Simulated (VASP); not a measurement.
Wanted: the native input for a VASP 6.6.1 run.

- Task: electric field gradients
- Functional: PBE
- Potentials or basis: VASP PAW PBE potentials, release 64 (Pt)
- Cutoff: 520 eV
- k mesh: 11 × 11 × 6
- Occupations: fermi-dirac, width 0.01 eV
- Spin: non-collinear spin, typed start, spin-orbit coupling
- Starting moments: [[0.5, 0.0, 0.0], [-0.5, 0.0, 0.0]] μB
- Dipole correction: no
- Further INCAR settings: ALGO = Fast; EDIFF = 1e-08; NBANDS = 32

The structure of Pt lies in POSCAR:

```
Pt
1.0
    2.7606656200      0.0000000000      0.0000000000
   -1.3803328100      2.3908065583      0.0000000000
    0.0000000000      0.0000000000      4.7921340000
Pt
2
Direct
    0.3333333333      0.6666666667      0.2500000000
    0.6666666667      0.3333333333      0.7500000000
```

This isn't the form of Pt at room conditions, which is fcc.

These files were run (other wordings do the same):

INCAR

```
PREC = Accurate ; ENCUT = 520
EDIFF = 1E-8 ; ISMEAR = -1
SIGMA = 0.01 ; LREAL = F
LASPH = T ; NELM = 150
ALGO = Fast ; ISIF = 2
LWAVE = F ; LCHARG = F
MAGMOM = 0.5 0 0 -0.5 0 0 ; LORBIT = 11
LSORBIT = T ; GGA_COMPAT = F
LORBMOM = T ; LMAXMIX = 4
GGA = PE ; LEFG = T
NBANDS = 32
```

KPOINTS

```
regular mesh
0
Gamma
  11 11 6
```

Potentials or basis: VASP PAW PBE potentials, release 64 (Pt).

Command:

```console
$ cat potpaw_PBE.64/Pt/POTCAR > POTCAR
$ mpirun -np 1 vasp_ncl > vasp.out
```

It gave:

The pressure is -0.4 GPa. The net moment is 0.00 μB per cell and the largest electric field gradient by atom is Pt -12.7 V/Å². The valence electrons inside the program's atomic spheres are Pt 9.19.

Caveat: without QUAD_EFG the Cq values of the log hold for a quadrupole moment of 1 mb, not for the nuclei.

Run time: 10 min on 1 thread of Intel(R) Xeon(R) Platinum 8175M CPU @ 2.50GHz (Skylake/Cascade Lake), on a shared host, peak memory 0.45 GiB.
